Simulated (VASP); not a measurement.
Write the native input for VASP 6.6.1 that does the following.

| Item | Value |
| --- | --- |
| Task | relaxation of shape and atoms at fixed volume |
| Functional | PBE |
| Potentials or basis | VASP PAW PBE potentials, release 64 (K_sv, F) |
| Cutoff | 600 eV |
| k mesh | 8 × 8 × 8 |
| Occupations | gaussian, width 0.02 eV |
| Spin | no spin polarisation |
| Dipole correction | no |
| Further INCAR settings | ALGO = Normal; EDIFF = 1e-06; IBRION = 2; EDIFFG = -0.01; NSW = 50; ISIF = 4 |

The structure of KF lies in POSCAR:

```
KF
1.0
    2.0393709495      1.1774313667      3.3307238328
   -2.0393709495      1.1774313667      3.3307238328
    0.0000000000     -2.3548627333      3.3307238328
K F
1 1
Direct
    0.2493696479      0.2493696479      0.2493696479
   -0.0006130279     -0.0006130279     -0.0006130279
```

These files were run (other wordings do the same):

INCAR

```
ALGO = Normal
EDIFF = 1E-6
EDIFFG = -0.01
ENCUT = 600
GGA = PE
IBRION = 2
ISIF = 4
ISMEAR = 0
LASPH = T
LCHARG = F
LREAL = F
LWAVE = F
NELM = 60
NSW = 50
PREC = Accurate
SIGMA = 0.02
```

KPOINTS

```
k-points
0
Gamma
  8 8 8
```

Potentials or basis: VASP PAW PBE potentials, release 64 (K_sv, F).

Run with:

```console
$ cat potpaw_PBE.64/K_sv/POTCAR potpaw_PBE.64/F/POTCAR > POTCAR
$ mpirun -np 1 vasp_std > vasp.out
```

It gave:

| Quantity | Value |
| --- | --- |
| Pressure after relaxing | 2.4 GPa |
| Band gap on the k mesh | 5.30 eV (least direct gap 5.56 eV) |

Wall time 26 s on 1 thread of AMD EPYC 9R45 96-Core Processor (Zen 5) (shared host), peak memory 0.19 GiB.
